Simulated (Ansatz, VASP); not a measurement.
## CS2: VASP beside Ansatz

Contents of INCAR:

```
PREC     = Accurate       # precision mode
ENCUT    = 520            # plane-wave cutoff, eV
EDIFF    = 1E-7           # SCF threshold, eV
ISMEAR   = -1             # smearing method
SIGMA    = 0.05           # smearing width, eV
LREAL    = False          # projectors in reciprocal space
LASPH    = True           # aspherical terms in the spheres
NELM     = 100            # most SCF steps
ALGO     = Normal         # electronic algorithm
ISIF     = 2              # what is computed and relaxed
LWAVE    = False          # write WAVECAR
LCHARG   = True           # write CHGCAR
GGA      = PS             # functional
LELF     = True           # ELF
LVHAR    = True         
NBANDS   = 25             # bands
```

KPOINTS

```
Automatic mesh
0
Gamma
  6 6 3
```

Contents of POSCAR:

```
CS2
1.0
    3.7172921926     -3.0530409488      0.0000000000
    3.7172921926      3.0530409488      0.0000000000
    0.0000000000      0.0000000000     10.0444679542
S C
4 2
Direct
    0.1815210000      0.8184790000      0.8868670000
    0.3184790000      0.6815210000      0.3868670000
    0.6815210000      0.3184790000      0.6131330000
    0.8184790000      0.1815210000      0.1131330000
    0.5000000000      0.5000000000      0.5000000000
    0.0000000000      0.0000000000      0.0000000000
```

Contents of input.yaml:

```yaml
crystal:
  lattice:
    - [3.7172921926, -3.0530409488, 0.0]
    - [3.7172921926, 3.0530409488, 0.0]
    - [0.0, 0.0, 10.0444679542]
  atoms:
    - { symbol: S, position: [0.181521, 0.818479, 0.886867] }
    - { symbol: S, position: [0.318479, 0.681521, 0.386867] }
    - { symbol: S, position: [0.681521, 0.318479, 0.613133] }
    - { symbol: S, position: [0.818479, 0.181521, 0.113133] }
    - { symbol: C, position: [0.5, 0.5, 0.5] }
    - { symbol: C, position: [0.0, 0.0, 0.0] }
kpoints:
  mp_grid: { grid: [6, 6, 3] }
scf:
  occupations: { method: fermi_dirac, width: 0.05 }
hamiltonian:
  xc: pbesol
  pseudopotentials: { kind: all_electron, lapw: { basis_error: 0.001 } }
output:
  forces: true
  stress: true
  eigenvalues: true
```

Change from the starting cell: volume scaled by 1.06.

Alike in both runs: task single point; functional PBEsol; k mesh 6 × 6 × 3; occupations fermi-dirac, width 0.05 eV; no spin polarisation.

|  | VASP | Ansatz |
| --- | --- | --- |
| version | VASP 6.6.1 | Ansatz 0.2.0 |
| potentials or method | VASP PAW PBE potentials, release 64 (S, C), cutoff 520 eV | all-electron LAPW, scalar-relativistic |

```tsv
	VASP	Ansatz	Ansatz less VASP
gap on the k mesh at the Fermi level (eV)	3.38	3.36	-0.017
least direct gap on the mesh (eV)	3.38	3.36	-0.019
pressure (GPa)	-2.5	-2.3	+0.25
traceless stress, the component that is largest in VASP (GPa)	2.35	2.13	-0.224
rms of the force components (eV/Å)	0.741	0.671	-0.0700
```

VASP's potentials were made for PBE, not for PBEsol. Atom by atom the forces differ by 0.070 eV/Å (rms over components). Ansatz ran all-electron here, and VASP with PAW potentials.
